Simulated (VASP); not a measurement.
A run of VASP 6.6.1 is set up as follows.

File INCAR:

```
PREC = Accurate
ENCUT = 600
EDIFF = 1E-6
ISMEAR = -1
SIGMA = 0.05
LREAL = False
LASPH = True
NELM = 200
ALGO = Normal
ISIF = 2
LWAVE = False
LCHARG = True
LMAXMIX = 4
LDAU = True
LDAUTYPE = 2
LDAUL = 2 -1
LDAUU = 8 0
LDAUJ = 0 0
LDAUPRINT = 1
GGA = CA
LELF = True
LVHAR = True
NBANDS = 60
GGA_COMPAT = False
```

File KPOINTS:

```
Automatic mesh
0
Gamma
  6 6 3
```

The input POSCAR:

```
TiO2
1.0
    6.1216444446     -1.8810562882      0.0124204054
    6.1216444446      1.8810562882      0.0124204054
   -1.9055450355      0.0000000000      6.2073139169
Ti O
4 8
Direct
    0.8987528788      0.8987528788      0.2933607976
    0.1958464317      0.1958464317      0.2857096879
    0.1012471212      0.1012471212      0.7066392024
    0.8041535683      0.8041535683      0.7142903121
    0.3593517597      0.3593517597      0.2935743876
    0.2614596928      0.2614596928      0.6491922627
    0.8676123975      0.8676123975      0.9959373170
    0.7385403072      0.7385403072      0.3508077373
    0.9406403103      0.9406403103      0.6240381158
    0.1323876025      0.1323876025      0.0040626830
    0.6406482403      0.6406482403      0.7064256124
    0.0593596897      0.0593596897      0.3759618842
```

Potentials or basis: VASP PAW LDA potentials, release 64 (Ti_sv, O).

The run is started by

```sh
$ cat potpaw_LDA.64/Ti_sv/POTCAR potpaw_LDA.64/O/POTCAR > POTCAR
$ mpirun -np 1 vasp_std > vasp.out
```

Task: Predict the pressure.

Result: 8.8 GPa.

Task: What does it give for the band gap on the k mesh?

Result: 3.91 eV (least direct gap 4.05 eV).

Task: Predict the largest force.

Result: 1.297 eV/Å.

Eigenvalues of the final occupation matrices:
```
    site  spin  trace               eigenvalues
site 1 d     1   0.76  0.09 0.09 0.10 0.23 0.25
site 1 d     2   0.76  0.09 0.09 0.10 0.23 0.25
site 2 d     1   0.79  0.07 0.11 0.12 0.22 0.26
site 2 d     2   0.79  0.07 0.11 0.12 0.22 0.26
site 3 d     1   0.76  0.09 0.09 0.10 0.23 0.25
site 3 d     2   0.76  0.09 0.09 0.10 0.23 0.25
site 4 d     1   0.79  0.07 0.11 0.12 0.22 0.26
site 4 d     2   0.79  0.07 0.11 0.12 0.22 0.26
```

Caveat: the cell stands under pressure; an odd mesh through Γ misses points on the zone boundary, where band edges can lie; forces of over 1 eV/Å act on the atoms, so gaps and moduli don't describe the material at rest.
